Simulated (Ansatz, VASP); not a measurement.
AlCu in VASP and in Ansatz

```xyz
2
Lattice="2.9560 0.0665 0.0000 0.0665 2.9560 0.0000 0.0000 0.0000 2.9560" Properties=species:S:1:pos:R:3 pbc="T T T"
Al    0.0000    0.0000    0.0000
Cu    1.5113    1.5113    1.4780
```

Change from the starting cell: strain +0.0450 x Voigt [0, 0, 0, 0, 0, 1], atoms carried along.

Alike in both runs: task single point; functional PBEsol; k mesh 20 × 20 × 20; occupations gaussian, width 0.15 eV; no spin polarisation.

|  | VASP | Ansatz |
| --- | --- | --- |
| version | VASP 6.6.1 | Ansatz 0.2.0 |
| potentials or method | VASP PAW PBE potentials, release 64 (Al, Cu), cutoff 520 eV | scalar-relativistic, plane waves, PAW |
| valence electrons in the cell | 14 | 22 |

Ansatz gave:

```
gap on the k mesh at the Fermi level (eV)                     : none
pressure (GPa)                                                : 0.4
traceless stress, the component that is largest in VASP (GPa) : -2.29
```

What did VASP give for the same quantities?

gap on the k mesh at the Fermi level (eV): none; pressure (GPa): -0.3; traceless stress, the component that is largest in VASP (GPa): -2.26.

VASP's potentials were made for PBE, not for PBEsol. A gap of «none» marks a metal or a gap that the smearing closes. VASP's potentials hold 14 valence electrons a cell and Ansatz's 22, so a difference there can come from the potentials and not from the codes.
